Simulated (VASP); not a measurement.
KI, 2 atoms in the cell. It takes space group I4/mmm (No. 139, tetragonal). Conventional cell: a = 4.441 Å, b = 4.441 Å, c = 8.880 Å, α = 90.00°, β = 90.00°, γ = 90.00°. Within 4.1 Å of K (site symmetry 4/mmm) lie 4 I at 3.14 Å. Within 4.1 Å of I (site symmetry 4/mmm) lie 4 K at 3.14 Å.  This cell differs from its parent crystal: ratio of the length along z to the lengths across it x 1.414, volume and fractional coordinates fixed.

```yaml
Program: VASP 6.6.1
Task: single point
Functional: PBE
Potentials_or_basis: VASP PAW PBE potentials, release 64 (K_sv, I)
Cutoff: 520 eV
k_mesh: 6 × 6 × 6
Occupations: gaussian, width 0.05 eV
Spin: no spin polarisation
Dipole_correction: no
Further_INCAR_settings: ALGO = Normal; EDIFF = 1e-07; NBANDS = 15
```

Potentials or basis: VASP PAW PBE potentials, release 64 (K_sv, I).

Run with:

```console
$ cat potpaw_PBE.64/K_sv/POTCAR potpaw_PBE.64/I/POTCAR > POTCAR
$ mpirun -np 1 vasp_std > vasp.out
```

Hardware: 1 thread of Intel(R) Xeon(R) Platinum 8375C CPU @ 2.90GHz (Ice Lake), with other jobs on the host.

**Question.** Estimate the wall time of this run.

**Answer.** Run time: 40 s on 1 thread of Intel(R) Xeon(R) Platinum 8375C CPU @ 2.90GHz (Ice Lake) (shared host), peak memory 0.23 GiB. Counts: scf iterations 16, k points 30.
